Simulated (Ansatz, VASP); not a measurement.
# C: VASP beside Ansatz

POSCAR

```
C
1.0
    2.5029068540     -0.0050352450      0.1268292335
   -1.2558140771      2.1839772890     -0.0345310288
    0.4184280100      0.1100327303      8.1839946853
C
8
Direct
   -0.0199409144     -0.0414885623      0.0787397691
   -0.0217328074     -0.1369695090      0.6212781421
   -0.0438385069      0.0157446067      0.4080181283
    0.1079522678      0.0865754194      0.9149630033
    0.2181730392      0.5496768454      0.1616306276
    0.7452610086      0.4659218035      0.6184592128
    0.3734558334      0.6679073802      0.3346202862
    0.6406700797      0.3926320161      0.8622908305
```

Contents of INCAR.step1:

```
SYSTEM = C
PREC = Accurate
ENCUT = 520
ISMEAR = 0
SIGMA = 0.05
LREAL = .FALSE.
LASPH = .TRUE.
NELM = 80
NBANDS = 26
GGA = PE
ALGO = Normal
EDIFF = 1E-4
LWAVE = .TRUE.
LCHARG = .FALSE.
```

Contents of INCAR.step2:

```
SYSTEM = C
PREC = Accurate
ENCUT = 520
EDIFF = 1E-7
ISMEAR = 0
SIGMA = 0.05
LREAL = .FALSE.
LASPH = .TRUE.
NELM = 80
ALGO = Normal
ISIF = 2
LWAVE = .FALSE.
LCHARG = .FALSE.
METAGGA = R2SCAN
LMIXTAU = .TRUE.
NBANDS = 26
ISTART = 1
```

File KPOINTS:

```
regular mesh
0
G
  12 12 4
  0 0 0
```

Input for Ansatz:

```yaml
crystal:
  lattice:
    - [2.502906854, -0.005035245, 0.1268292335]
    - [-1.2558140771, 2.183977289, -0.0345310288]
    - [0.41842801, 0.1100327303, 8.1839946853]
  atoms:
    - { symbol: C, position: [-0.0199409144, -0.0414885623, 0.0787397691] }
    - { symbol: C, position: [-0.0217328074, -0.136969509, 0.6212781421] }
    - { symbol: C, position: [-0.0438385069, 0.0157446067, 0.4080181283] }
    - { symbol: C, position: [0.1079522678, 0.0865754194, 0.9149630033] }
    - { symbol: C, position: [0.2181730392, 0.5496768454, 0.1616306276] }
    - { symbol: C, position: [0.7452610086, 0.4659218035, 0.6184592128] }
    - { symbol: C, position: [0.3734558334, 0.6679073802, 0.3346202862] }
    - { symbol: C, position: [0.6406700797, 0.3926320161, 0.8622908305] }
basis:
  ecutwfc: 500
kpoints:
  mp_grid: { grid: [12, 12, 4] }
hamiltonian:
  xc: r2scan
scf:
  occupations: { method: gaussian, width: 0.05 }
output:
  forces: true
  stress: true
  eigenvalues: true
```

Change from the starting cell: all atoms moved at random (sigma 0.15 Å a component), cell strained at random (sigma 0.05).

Alike in both runs: task single point; functional r2SCAN; k mesh 12 × 12 × 4; occupations gaussian, width 0.05 eV; no spin polarisation.

```csv
,VASP,Ansatz
version,VASP 6.6.1,Ansatz 0.2.0
potentials or method,"VASP PAW PBE potentials, release 64 (C), cutoff 520 eV","scalar-relativistic, plane waves, PAW"
valence electrons in the cell,32,32
```

```csv
,VASP,Ansatz,Ansatz less VASP
gap on the k mesh at the Fermi level (eV),none,none,-
pressure (GPa),159.2,153.8,-5.34
"traceless stress, the component that is largest in VASP (GPa)",197.43,188.85,-8.579
rms of the force components (eV/Å),31.912,30.621,-1.2915
```

VASP's potentials were made for PBE, not for r2SCAN. Atom by atom the forces differ by 1.311 eV/Å (rms over components). A gap of «none» marks a metal or a gap that the smearing closes. Both programs put the cell under a high pressure, so it lies far from rest at this level. With one functional, cell and mesh, what is left measures potentials, basis and numerics.

Noted on VASP's run: the cell as given lies far from equilibrium.
